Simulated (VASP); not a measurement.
Here is a VASP 6.6.1 calculation.

INCAR

```
ALGO = Normal
EDIFF = 1E-6
ENCUT = 1340
GGA = PE
GGA_COMPAT = F
ISIF = 2
ISMEAR = -1
LASPH = T
LCHARG = F
LREAL = F
LWAVE = F
NBANDS = 28
NELM = 120
PREC = Accurate
SIGMA = 0.02
```

KPOINTS

```
k-points
0
Gamma
  8 8 8
```

File POSCAR:

```
BaTiO3
1.0
    2.8276671207      1.6325543733      2.2713773724
   -2.8276671207      1.6325543733      2.2713773724
    0.0000000000     -3.2651087466      2.2713773724
Ba Ti O
1 1 3
Direct
   -0.0002986843     -0.0002986843     -0.0002986843
    0.4900895332      0.4900895332      0.4900895332
    0.5087503959      0.5087503959      0.0140083594
    0.0140083594      0.5087503959      0.5087503959
    0.5087503959      0.0140083594      0.5087503959
```

Potentials or basis: VASP PAW PBE potentials, release 64 (Ba_sv, Ti_sv, O_h).

Run with:

```sh
$ cat potpaw_PBE.64/Ba_sv/POTCAR potpaw_PBE.64/Ti_sv/POTCAR potpaw_PBE.64/O_h/POTCAR > POTCAR
$ mpirun -np 1 vasp_std > vasp.out
```

**Question.** Predict the band gap on the k mesh.

**Answer.** 2.15 eV (least direct gap 2.48 eV).

**Question.** Estimate the pressure.

**Answer.** 8.9 GPa.

**Question.** What does it give for the largest force?

**Answer.** 0.034 eV/Å.

Stress tensor (GPa, compression positive):
```
 7.36  0.00  0.00
 0.00  7.36  0.00
 0.00  0.00 11.99
```

Caveat: the cell differs from its parent crystal (z stretched by -2 %, then relaxed in part); the cell stands under pressure; spin-orbit coupling is left out, which moves the levels of the heavy elements. A k mesh can miss the band edges.
